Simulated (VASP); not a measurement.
# SiNi2 (P6/mmm) in VASP: further runs

Runs on SiNi2. Level: PBE. Tasks: single point, relaxation of cell and atoms.

All numbers are computed with VASP 6.6.1; they aren't measurements. Logs are shortened: lines on timing, memory, paths and dates and some standing lists are left out, and cuts for length are marked.

### 1 The cell of the first run

Symmetry: P6/mmm, No. 191, hexagonal system. The conventional cell has a = 3.967 Å, b = 3.967 Å, c = 2.483 Å, α = 90.00°, β = 90.00°, γ = 120.00°. Within 3.3 Å of Si (site symmetry 6/mmm) lie 2 Si at 2.48 Å and 12 Ni at 2.61 Å. Within 3.0 Å of Ni (site symmetry -6m2) lie 5 Ni at 2.29 to 2.48 Å and 6 Si at 2.61 Å.

### 2 Single point, PBE

INCAR

```
ALGO     = Normal         # electronic algorithm
EDIFF    = 1E-7           # SCF threshold, eV
ENCUT    = 520            # plane-wave cutoff, eV
GGA      = PE             # functional
ISIF     = 2              # what is computed and relaxed
ISMEAR   = 0              # smearing method
LASPH    = True           # aspherical terms in the spheres
LCHARG   = False          # write CHGCAR
LREAL    = False          # projectors in reciprocal space
LWAVE    = False          # write WAVECAR
NBANDS   = 19             # bands
NELM     = 80             # most SCF steps
PREC     = Accurate       # precision mode
SIGMA    = 0.1            # smearing width, eV
```

KPOINTS

```
k-points
0
Gamma
  12 12 18
```

POSCAR

```
SiNi2
1.0
    3.9669138669      0.0000000000      0.0000000000
   -1.9834569335      3.4354481833      0.0000000000
    0.0000000000      0.0000000000      2.4825369261
Si Ni
1 2
Direct
    0.0000000000      0.0000000000      0.0000000000
    0.3333333333      0.6666666667      0.5000000000
    0.6666666667      0.3333333333      0.5000000000
```

Potentials or basis: VASP PAW PBE potentials, release 64 (Si, Ni).

On the command line:

```
$ cat potpaw_PBE.64/Si/POTCAR potpaw_PBE.64/Ni/POTCAR > POTCAR
$ mpirun -np 1 vasp_std > vasp.out
```

OUTCAR:

```text
EDIFF = 1E-7
   ENCUT = 520
   GGA = PE
   ISIF = 2
   ISMEAR = 0
   LASPH = True
   LREAL = False
   NELM = 80
   PREC = Accurate

 ion  position               nearest neighbor table
   1  0.000  0.000  0.000-   2 2.61   3 2.61   2 2.61   3 2.61   2 2.61   2 2.61   3 2.61   3 2.61
                             3 2.61   3 2.61   2 2.61   2 2.61
   2  0.333  0.667  0.500-   3 2.29   3 2.29   3 2.29   1 2.61   1 2.61   1 2.61   1 2.61   1 2.61
                             1 2.61
   3  0.667  0.333  0.500-   2 2.29   2 2.29   2 2.29   1 2.61   1 2.61   1 2.61   1 2.61   1 2.61
                             1 2.61

  LATTYP: Found a hexagonal cell.
 ALAT       =     3.9669138669
 C/A-ratio  =     0.6258106451

  Lattice vectors:

 A1 = (   3.9669138669,   0.0000000000,   0.0000000000)
 A2 = (  -1.9834569335,   3.4354481833,   0.0000000000)
 A3 = (   0.0000000000,   0.0000000000,   2.4825369261)

Analysis of symmetry for initial positions (statically):
=====================================================================
 Subroutine PRICEL returns:
 Original cell was already a primitive cell.

 Routine SETGRP: Setting up the symmetry group for a
 hexagonal supercell.

 Subroutine GETGRP returns: Found 24 space group operations
 (whereof 24 operations were pure point group operations)
 out of a pool of 24 trial point group operations.

The static configuration has the point symmetry D_6h.

Analysis of symmetry for dynamics (positions and initial velocities):
=====================================================================
 Subroutine PRICEL returns:
 Original cell was already a primitive cell.

 Routine SETGRP: Setting up the symmetry group for a
 hexagonal supercell.

 Subroutine GETGRP returns: Found 24 space group operations
 (whereof 24 operations were pure point group operations)
 out of a pool of 24 trial point group operations.

The dynamic configuration has the point symmetry D_6h.

 Subroutine INISYM returns: Found 24 space group operations
 (whereof 24 operations are pure point group operations),
 and found     1 'primitive' translations

----------------------------------------------------------------------------------------

                                     Primitive cell

  volume of cell :      33.8323

  direct lattice vectors                    reciprocal lattice vectors
     3.966913867  0.000000000  0.000000000     0.252085131  0.145541418  0.000000000
    -1.983456934  3.435448183  0.000000000     0.000000000  0.291082836  0.000000000
     0.000000000  0.000000000  2.482536926     0.000000000  0.000000000  0.402813746

  length of vectors
     3.966913867  3.966913867  2.482536926     0.291082836  0.291082836  0.402813746

  position of ions in fractional coordinates (direct lattice)
     0.000000000  0.000000000  0.000000000
     0.333333333  0.666666667  0.500000000
     0.666666667  0.333333333  0.500000000

  ion indices of the primitive-cell ions
   primitive index   ion index
                 1           1
                 2           2
                 3           3

----------------------------------------------------------------------------------------

 KPOINTS: k-points

Automatic generation of k-mesh.
 Grid dimensions read from file:
 generate k-points for:   12   12   18

 Generating k-lattice:

  Cartesian coordinates                     Fractional coordinates (reciprocal lattice)
     0.021007094  0.012128451  0.000000000     0.083333333  0.000000000  0.000000000
     0.000000000  0.024256903  0.000000000     0.000000000  0.083333333  0.000000000
     0.000000000  0.000000000  0.022378541     0.000000000  0.000000000  0.055555556

  Length of vectors
     0.024256903  0.024256903  0.022378541

  Shift w.r.t. Gamma in fractional coordinates (k-lattice)
     0.000000000  0.000000000  0.000000000

 Subroutine IBZKPT returns following result:
 ===========================================

 Found    190 irreducible k-points:

 Following reciprocal coordinates:
            Coordinates               Weight
  0.000000  0.000000  0.000000      1.000000
  0.083333 -0.000000  0.000000      6.000000
  0.166667 -0.000000  0.000000      6.000000
  0.250000  0.000000  0.000000      6.000000
  0.333333 -0.000000  0.000000      6.000000
  0.416667  0.000000  0.000000      6.000000
[... 16 lines left out ...]
  0.250000  0.000000  0.055556     12.000000
  0.333333 -0.000000  0.055556     12.000000
 [... further k-points ...]
   k-points           NKPTS =    190   k-points in BZ     NKDIM =    190   number of bands    NBANDS=     19
   number of dos      NEDOS =    301   number of ions     NIONS =      3
   total plane-waves  NPLWV =  16200
   dimension x,y,z NGX =    30 NGY =   30 NGZ =   18
   dimension x,y,z NGXF=    60 NGYF=   60 NGZF=   36
   ions per type =               1   2
   NGX,Y,Z   is equivalent  to a cutoff of  12.57, 12.57, 12.05 a.u.
   NGXF,Y,Z  is equivalent  to a cutoff of  25.14, 25.14, 24.11 a.u.
 SYSTEM =  unknown system
   PREC   = accura    normal or accurate (medium, high low for compatibility)
   ISTART =      0    job   : 0-new  1-cont  2-samecut
   ICHARG =      2    charge: 1-file 2-atom 10-const
   ISPIN  =      1    spin polarized calculation?
   LNONCOLLINEAR =      F non collinear calculations
   LSORBIT =      F    spin-orbit coupling
   LASPH  =      T    aspherical Exc in radial PAW
   ENCUT  =  520.0 eV  38.22 Ry    6.18 a.u.   7.38  7.38  4.62*2*pi/ulx,y,z
   NELM   =     80;   NELMIN=  2; NELMDL= -5     # of ELM steps
   EDIFF  = 0.1E-06   stopping-criterion for ELM
   LREAL  =      F    real-space projection
   EDIFFG = 0.1E-05   stopping-criterion for IOM
   NSW    =      0    number of steps for IOM
   IBRION =     -1    ionic relax: 0-MD 1-quasi-New 2-CG
   NFREE  =      0    steps in history (QN), initial steepest desc. (CG)
   ISIF   =      2    stress and relaxation
   ISYM   =      2    0-nonsym 1-usesym 2-fastsym
   POTIM  = 0.5000    time-step for ionic-motion
   TEBEG  =    0.0;   TEEND  =   0.0 temperature during run
   PSTRESS=    0.0 pullay stress
   NELECT =      24.0000    total number of electrons
   NUPDOWN=      -1.0000    fix difference up-down
   EMIN   =  10.00;   EMAX   =-10.00  energy-range for DOS
   EFERMI =   0.00;   METHOD = LEGACY
   ISMEAR =     0;   SIGMA  =   0.10  broadening in eV -4-tet -1-fermi 0-gaus
   EFERMI_NEDOS =   21; number of points for ismear=-14 and -15
   IALGO  =     38    algorithm
   IMIX   =      4    mixing-type and parameters
     AMIX     =   0.40;   BMIX     =  1.00
     AMIX_MAG =   1.60;   BMIX_MAG =  1.00
  volume/ion in A,a.u.               =      11.28        76.10
  Fermi-wavevector in a.u.,A,eV,Ry     =   1.460051  2.759096 29.004194  2.131748
  Thomas-Fermi vector in A             =   2.576546
   LORBIT       =      0    0 simple, 1 ext, 2 COOP (PROOUT), +10 PAW based schemes
   GGA     = PE    functional components
   LHFCALC =     F    Hartree Fock is set to
   AEXX    =    0.0000 exact exchange contribution
   IVDW    =     0    specifies the selected vdW correction
   LEPSILON=     F    determine dielectric tensor
   LRPA    =     F    only Hartree local field effects (RPA)
 non-spin polarized calculation
 Gauss-broadening in eV      SIGMA  =   0.10
  energy-cutoff  :      520.00
  volume of cell :       33.83
 maximum number of plane-waves:       933
 NGX is ok and might be reduce to    30
   NGX = 15   NGY = 15   NGZ =  9

 number of electron      24.0000038 magnetization

 Free energy of the ion-electron system (eV)
  ---------------------------------------------------
  ext. energy  EPLUGINS =         0.00000000
  ---------------------------------------------------
  free energy    TOTEN  =       -16.65936050 eV

  energy without entropy =      -16.64603091  energy(sigma->0) =      -16.65269571

 E-fermi :  10.8267     XC(G=0): -12.7647

 val. band max:       10.8220256931   @ k =   0.3333   0.0833   0.3889
 cond. band min:      10.8328186066   @ k =   0.1667   0.0833   0.5000
 fundamental gap:      0.0107929135
 Fermi energy:        10.8267377354

 k-point     1 :       0.0000    0.0000    0.0000
  band No.  band energies     occupation
      1      -1.9608      2.00000
      2       6.1271      2.00000
      3       6.1271      2.00000
      4       7.1080      2.00000
      5       8.1982      2.00000
      6       8.2269      2.00000
[... 11 lines left out ...]
     18      19.8409      0.00000
     19      23.5211      0.00000

 k-point     2 :       0.0833   -0.0000    0.0000
  band No.  band energies     occupation
      1      -1.8838      2.00000
      2       5.8600      2.00000
      3       6.1610      2.00000
      4       7.1843      2.00000
      5       8.0562      2.00000
      6       8.2148      2.00000
[... 11 lines left out ...]
     18      19.9298      0.00000
     19      23.4931      0.00000

 k-point     3 :       0.1667   -0.0000    0.0000
  band No.  band energies     occupation
      1      -1.6583      2.00000
      2       5.2467      2.00000
      3       6.2584      2.00000
      4       7.3153      2.00000
      5       7.7677      2.00000
      6       8.1822      2.00000
[... 11 lines left out ...]
     18      20.3234      0.00000
     19      23.4008      0.00000

 k-point     4 :       0.2500    0.0000    0.0000
  band No.  band energies     occupation
      1      -1.3034      2.00000
      2       4.4928      2.00000
      3       6.4049      2.00000
      4       7.3559      2.00000
      5       7.4500      2.00000
      6       8.1396      2.00000
[... 407 lines left out ...]
     18      20.3665      0.00000
     19      24.4985      0.00000

 k-point    23 :       0.2500    0.0000    0.0556
  band No.  band energies     occupation
      1      -1.2313      2.00000
      2       4.5517      2.00000
      3       6.4322      2.00000
      4       7.3857      2.00000
      5       7.4757      2.00000
      6       8.1115      2.00000
[... 11 lines left out ...]
     18      22.1306      0.00000
     19      24.3094      0.00000

 k-point    24 :       0.3333   -0.0000    0.0556
  band No.  band energies     occupation
      1      -0.7934      2.00000
      2       3.7878      2.00000
      3       6.5900      2.00000
      4       6.9740      2.00000
      5       7.6147      2.00000
      6       8.0618      2.00000
[... 11 lines left out ...]
     18      23.8560      0.00000
     19      24.1978      0.00000

 [... further k-points ...]
[... 5 lines left out ...]
  --------------------------------------------------------------------------------------
  -------------------------------------------------------------------------------------
  Total       -0.0069199     -0.0069199     -0.0240994      0.0000000      0.0000000      0.0000000
  in kB       -0.3277034     -0.3277034     -1.1412590      0.0000000      0.0000000      0.0000000
  external PRESSURE =      -0.5988886 kB  Pullay stress =       0.0000000 kB

 VOLUME and BASIS-vectors are now :
 -----------------------------------------------------------------------------
  energy-cutoff  :      520.00
  volume of cell :       33.83
      direct lattice vectors                 reciprocal lattice vectors
     3.966913867  0.000000000  0.000000000     0.252085131  0.145541418  0.000000000
    -1.983456934  3.435448183  0.000000000     0.000000000  0.291082836  0.000000000
     0.000000000  0.000000000  2.482536926     0.000000000  0.000000000  0.402813746

 POSITION                                       TOTAL-FORCE (eV/Angst)
 -----------------------------------------------------------------------------------
      0.00000      0.00000      0.00000        -0.000000      0.000000      0.000000
     -0.00000      2.29030      1.24127         0.000000     -0.000000      0.000000
      1.98346      1.14515      1.24127        -0.000000      0.000000      0.000000
 -----------------------------------------------------------------------------------
    total drift:                               -0.000000      0.000000      0.000000

  FREE ENERGIE OF THE ION-ELECTRON SYSTEM (eV)
  ---------------------------------------------------
  free  energy   TOTEN  =       -16.6593605003 eV

  energy  without entropy=      -16.6460309129  energy(sigma->0) =      -16.65269571
```

Run time: 2.7 min. Hardware: 1 thread of Intel Xeon 8259CL, shared host; peak memory 0.23 GiB.

What came out:

```
Free energy            : -16.6594 eV
Pressure               : -0.1 GPa
Band gap on the k mesh : zero (bands 12 and 13 overlap by 1.93 eV)
```

(Continued in part 2 of 2.)
